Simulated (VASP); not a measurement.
# Sn4O7 (a cell with a defect) in VASP: further runs

Sn4O7 (a cell with a defect) is run at these levels: PBE+D3(BJ); tasks: single point.

Everything below comes from runs of VASP 6.6.1. Logs are shortened: lines on timing, memory, paths and dates and some standing lists are left out, and cuts for length are marked.

## 1. The cell of the first run

The cell holds a defect, 11 atoms: a = 5.692 Å, b = 5.692 Å, c = 5.692 Å, α = 69.33°, β = 69.33°, γ = 69.33°.

## 2. Single point, PBE+D3(BJ)

INCAR

```
PREC = Accurate
ENCUT = 520
EDIFF = 1E-6
ISMEAR = 0
SIGMA = 0.05
LREAL = False
LASPH = True
NELM = 80
ALGO = Normal
ISIF = 2
LWAVE = False
LCHARG = True
GGA = PE
IVDW = 12
LVHAR = True
NELECT = 96.0
NBANDS = 60
KPAR = 4
```

KPOINTS

```
Automatic mesh
0
Gamma
  6 6 6
```

POSCAR

```
Sn4O7
1.0
   -3.2376496260     -1.8692578831      4.2923370236
    3.2376496260     -1.8692578831      4.2923370236
    0.0000000000      3.7385157663      4.2923370236
Sn O
4 7
Direct
    0.5000000000      0.5000000000      0.5000000000
    0.0000000000      0.0000000000      0.5000000000
    0.0000000000      0.5000000000      0.0000000000
    0.5000000000      0.0000000000      0.0000000000
    0.7436146560      0.7436146560      0.2436146560
    0.7436146560      0.2436146560      0.7436146560
    0.2436146560      0.7436146560      0.7436146560
    0.7563853440      0.7563853440      0.7563853440
    0.2563853440      0.2563853440      0.7563853440
    0.2563853440      0.7563853440      0.2563853440
    1.0299351653      0.1557260789      0.2517317636
```

Potentials or basis: VASP PAW PBE potentials, release 64 (Sn_d, O).

On the command line:

```console
$ cat potpaw_PBE.64/Sn_d/POTCAR potpaw_PBE.64/O/POTCAR > POTCAR
$ mpirun -np 4 vasp_std > vasp.out
```

OUTCAR:

```text
PREC = Accurate
   ENCUT = 520
   EDIFF = 1E-6
   ISMEAR = 0
   LREAL = False
   LASPH = True
   NELM = 80
   ISIF = 2
   GGA = PE
   IVDW = 12
   NELECT = 96.0
 IVDW          = 12

 ion  position               nearest neighbor table
   1  0.500  0.500  0.500-   6 2.12   7 2.12  10 2.12   9 2.12   5 2.12   2 3.24   2 3.24   3 3.24
                             4 3.24   4 3.24   3 3.24
   2  0.000  0.000  0.500-  11 1.37   7 2.12  10 2.12   6 2.12   8 2.12   1 3.24   1 3.24   3 3.24
                             3 3.24   4 3.24   4 3.24
   3  0.000  0.500  0.000-  11 1.97   8 2.12   9 2.12   5 2.12   7 2.12   4 3.24   4 3.24   2 3.24
                             1 3.24   1 3.24   2 3.24
   4  0.500  0.000  0.000-   5 2.12   8 2.12   9 2.12   6 2.12  10 2.12  11 2.55   3 3.24   3 3.24
                             1 3.24   1 3.24   2 3.24   2 3.24
   5  0.744  0.744  0.244-   3 2.12   4 2.12   1 2.12
   6  0.744  0.244  0.744-   1 2.12   2 2.12   4 2.12
   7  0.244  0.744  0.744-   1 2.12   2 2.12   3 2.12
   8  0.756  0.756  0.756-   3 2.12   4 2.12   2 2.12
   9  0.256  0.256  0.756-   3 2.12   4 2.12   1 2.12
  10  0.256  0.756  0.256-   1 2.12   2 2.12   4 2.12
  11  0.030  0.156  0.252-   2 1.37   3 1.97   4 2.55

 -----------------------------------------------------------------------------
|                                                                             |
|           W    W    AA    RRRRR   N    N  II  N    N   GGGG   !!!           |
|           W    W   A  A   R    R  NN   N  II  NN   N  G    G  !!!           |
|           W    W  A    A  R    R  N N  N  II  N N  N  G       !!!           |
|           W WW W  AAAAAA  RRRRR   N  N N  II  N  N N  G  GGG   !            |
|           WW  WW  A    A  R   R   N   NN  II  N   NN  G    G                |
|           W    W  A    A  R    R  N    N  II  N    N   GGGG   !!!           |
|                                                                             |
|     The distance between some ions is very small. Please check the          |
|     nearest-neighbor list in the OUTCAR file.                               |
|     I HOPE YOU KNOW WHAT YOU ARE DOING!                                     |
|                                                                             |
 -----------------------------------------------------------------------------

  LATTYP: Found a trigonal (rhomboedric) cell.
 ALAT       =     5.6921575223
 COS(alpha) =     0.3529529344

  Lattice vectors:

 A1 = (  -3.2376496260,  -1.8692578831,   4.2923370236)
 A2 = (   3.2376496260,  -1.8692578831,   4.2923370236)
 A3 = (   0.0000000000,   3.7385157663,   4.2923370236)

Analysis of symmetry for initial positions (statically):
=====================================================================
 Subroutine PRICEL returns:
 Original cell was already a primitive cell.

 Routine SETGRP: Setting up the symmetry group for a
 trigonal (rhombohedral) supercell.

 Subroutine GETGRP returns: Found  1 space group operations
 (whereof  1 operations were pure point group operations)
 out of a pool of 12 trial point group operations.

The static configuration has the point symmetry C_1 .

Analysis of symmetry for dynamics (positions and initial velocities):
=====================================================================
 Subroutine PRICEL returns:
 Original cell was already a primitive cell.

 Routine SETGRP: Setting up the symmetry group for a
 trigonal (rhombohedral) supercell.

 Subroutine GETGRP returns: Found  1 space group operations
 (whereof  1 operations were pure point group operations)
 out of a pool of 12 trial point group operations.

The dynamic configuration has the point symmetry C_1 .

 Subroutine INISYM returns: Found  1 space group operations
 (whereof  1 operations are pure point group operations),
 and found     1 'primitive' translations

----------------------------------------------------------------------------------------

                                     Primitive cell

  volume of cell :     155.8634

  direct lattice vectors                    reciprocal lattice vectors
[... 42 lines left out ...]
 Generating k-lattice:

  Cartesian coordinates                     Fractional coordinates (reciprocal lattice)
    -0.025738836 -0.014860324  0.012942962     0.166666667 -0.000000000 -0.000000000
     0.025738836 -0.014860324  0.012942962    -0.000000000  0.166666667 -0.000000000
     0.000000000  0.029720648  0.012942962     0.000000000  0.000000000  0.166666667

  Length of vectors
     0.032416619  0.032416619  0.032416619

  Shift w.r.t. Gamma in fractional coordinates (k-lattice)
     0.000000000  0.000000000  0.000000000

 Subroutine IBZKPT returns following result:
 ===========================================

 Found    112 irreducible k-points:

 Following reciprocal coordinates:
            Coordinates               Weight
  0.000000  0.000000  0.000000      1.000000
  0.166667  0.000000  0.000000      2.000000
  0.000000  0.166667  0.000000      2.000000
  0.000000  0.000000  0.166667      2.000000
  0.333333  0.000000  0.000000      2.000000
  0.000000  0.333333  0.000000      2.000000
[... 16 lines left out ...]
 -0.166667  0.500000  0.000000      2.000000
  0.166667  0.000000  0.500000      2.000000
 [... further k-points ...]
   k-points           NKPTS =    112   k-points in BZ     NKDIM =    112   number of bands    NBANDS=     60
   number of dos      NEDOS =    301   number of ions     NIONS =     11
   total plane-waves  NPLWV =  74088
   dimension x,y,z NGX =    42 NGY =   42 NGZ =   42
   dimension x,y,z NGXF=    84 NGYF=   84 NGZF=   84
   ions per type =               4   7
   NGX,Y,Z   is equivalent  to a cutoff of  12.27, 12.27, 12.27 a.u.
   NGXF,Y,Z  is equivalent  to a cutoff of  24.53, 24.53, 24.53 a.u.
 SYSTEM =  unknown system
   PREC   = accura    normal or accurate (medium, high low for compatibility)
   ISTART =      0    job   : 0-new  1-cont  2-samecut
   ICHARG =      2    charge: 1-file 2-atom 10-const
   ISPIN  =      1    spin polarized calculation?
   LNONCOLLINEAR =      F non collinear calculations
   LSORBIT =      F    spin-orbit coupling
   LASPH  =      T    aspherical Exc in radial PAW
   ENCUT  =  520.0 eV  38.22 Ry    6.18 a.u.  10.58 10.58 10.58*2*pi/ulx,y,z
   NELM   =     80;   NELMIN=  2; NELMDL= -5     # of ELM steps
   EDIFF  = 0.1E-05   stopping-criterion for ELM
   LREAL  =      F    real-space projection
   EDIFFG = 0.1E-04   stopping-criterion for IOM
   NSW    =      0    number of steps for IOM
   IBRION =     -1    ionic relax: 0-MD 1-quasi-New 2-CG
   NFREE  =      0    steps in history (QN), initial steepest desc. (CG)
   ISIF   =      2    stress and relaxation
   ISYM   =      2    0-nonsym 1-usesym 2-fastsym
   POTIM  = 0.5000    time-step for ionic-motion
   TEBEG  =    0.0;   TEEND  =   0.0 temperature during run
   PSTRESS=    0.0 pullay stress
   NELECT =      96.0000    total number of electrons
   NUPDOWN=      -1.0000    fix difference up-down
   EMIN   =  10.00;   EMAX   =-10.00  energy-range for DOS
   EFERMI =   0.00;   METHOD = LEGACY
   ISMEAR =     0;   SIGMA  =   0.05  broadening in eV -4-tet -1-fermi 0-gaus
   EFERMI_NEDOS =   21; number of points for ismear=-14 and -15
   IALGO  =     38    algorithm
   IMIX   =      4    mixing-type and parameters
     AMIX     =   0.40;   BMIX     =  1.00
     AMIX_MAG =   1.60;   BMIX_MAG =  1.00
  volume/ion in A,a.u.               =      14.17        95.62
  Fermi-wavevector in a.u.,A,eV,Ry     =   1.392891  2.632183 26.397288  1.940146
  Thomas-Fermi vector in A             =   2.516590
   LORBIT       =      0    0 simple, 1 ext, 2 COOP (PROOUT), +10 PAW based schemes
   GGA     = PE    functional components
   LHFCALC =     F    Hartree Fock is set to
   AEXX    =    0.0000 exact exchange contribution
   IVDW    =    12    specifies the selected vdW correction
   LEPSILON=     F    determine dielectric tensor
   LRPA    =     F    only Hartree local field effects (RPA)
 non-spin polarized calculation
 Gauss-broadening in eV      SIGMA  =   0.05
  energy-cutoff  :      520.00
  volume of cell :      155.86
 maximum number of plane-waves:      4214
   NGX = 21   NGY = 21   NGZ = 21

 number of electron      95.9999996 magnetization

 Free energy of the ion-electron system (eV)
  ---------------------------------------------------
  ext. energy  EPLUGINS =         0.00000000
  ---------------------------------------------------
  free energy    TOTEN  =       -64.90755872 eV

  energy without entropy =      -64.90726070  energy(sigma->0) =      -64.90740971

 E-fermi :   4.9784     XC(G=0): -10.0568

 val. band max:        4.9216702930   @ k =   0.0000   0.1667   0.0000
 cond. band min:       5.0021545011   @ k =   0.0000   0.0000   0.0000
 fundamental gap:      0.0804842081
 Fermi energy:         4.9784100972

 k-point     1 :       0.0000    0.0000    0.0000
  band No.  band energies     occupation
      1     -21.0321      2.00000
      2     -16.2493      2.00000
      3     -16.1579      2.00000
      4     -16.0789      2.00000
      5     -15.7614      2.00000
      6     -15.6054      2.00000
[... 1501 lines left out ...]
     59      13.8509      0.00000
     60      14.5274      0.00000

 [... further k-points ...]

------------------------ aborting loop because EDIFF is reached ----------------------------------------

 Edisp (eV)   -2.20155

 E8    (eV) :    -0.8900

  FORCE on cell =-STRESS in cart. coord.  units (eV):
  Direction    XX          YY          ZZ          XY          YZ          ZX
  --------------------------------------------------------------------------------------
  -------------------------------------------------------------------------------------
  Total      -6.24893    41.73192   -23.89120   -16.80639    12.66342    -2.52010
  in kB     -64.23505   428.97778  -245.58648  -172.75913   130.17195   -25.90509
  external pressure =       39.72 kB  Pullay stress =        0.00 kB

 VOLUME and BASIS-vectors are now :
 -----------------------------------------------------------------------------
  energy-cutoff  :      520.00
  volume of cell :      155.86
      direct lattice vectors                 reciprocal lattice vectors
    -3.237649626 -1.869257883  4.292337024    -0.154433017 -0.089161944  0.077657773
     3.237649626 -1.869257883  4.292337024     0.154433017 -0.089161944  0.077657773
     0.000000000  3.738515766  4.292337024     0.000000000  0.178323888  0.077657773

 POSITION                                       TOTAL-FORCE (eV/Angst)
 -----------------------------------------------------------------------------------
      0.00000      0.00000      6.43851         2.346291      1.210581      1.794640
      0.00000      1.86926      2.14617       -16.925893     50.116931      9.726176
      1.61882     -0.93463      2.14617         2.099226     -3.673115     -0.107234
     -1.61882     -0.93463      2.14617        -1.659415     -0.876346     -2.761075
      0.00000     -1.86926      7.42937        -0.795215      0.550156     -0.059058
     -1.61882      0.93463      7.42937         0.794493     -0.134976     -0.006506
      1.61882      0.93463      7.42937        -0.249954      0.151171      0.006187
      0.00000      0.00000      9.73998         0.017659      0.319760      0.051046
      0.00000      1.86926      5.44765        -0.406624      0.032433      0.227612
      1.61882     -0.93463      5.44765        -3.140629     -0.236370     -0.493417
      0.40727      0.59405      1.87744        17.920062    -47.460224     -8.378372
 -----------------------------------------------------------------------------------
    total drift:                               -0.000351      0.000480      0.000248

  FREE ENERGIE OF THE ION-ELECTRON SYSTEM (eV)
  ---------------------------------------------------
  free  energy   TOTEN  =       -67.1091067332 eV

  energy  without entropy=      -67.1088087103  energy(sigma->0) =      -67.10895772
```

Run time: 5.5 min. Hardware: 4 MPI ranks of Intel Xeon Platinum 8259CL at 2.50GHz (Skylake/Cascade Lake), shared host; peak memory 0.77 GiB.

What came out:

```
Free energy                : -67.1091 eV
Largest force              : 53.785 eV/Å
Dispersion energy per atom : -0.200 eV
```

Forces in eV/Å, atoms in the order of the input:
```
Sn    2.346   1.211   1.795
Sn  -16.926  50.117   9.726
Sn    2.099  -3.673  -0.107
Sn   -1.659  -0.876  -2.761
O    -0.795   0.550  -0.059
O     0.794  -0.135  -0.007
O    -0.250   0.151   0.006
O     0.018   0.320   0.051
O    -0.407   0.032   0.228
O    -3.141  -0.236  -0.493
O    17.920 -47.460  -8.378
```

Caveat: the cell carries a net charge on a neutralising background, which shifts energy and pressure; the cell differs from its parent crystal (atoms taken out, atom 11 moved 0.500 of the way to it and -0.500 Å across, host rigid); the cell is charged against a uniform background, so pressure and absolute levels hang on convention; atoms lie so close that the PAW spheres overlap strongly, which falsifies energies and pressures; spin-orbit coupling is left out, which moves the levels of the heavy elements.

[end of part 1 of 2]
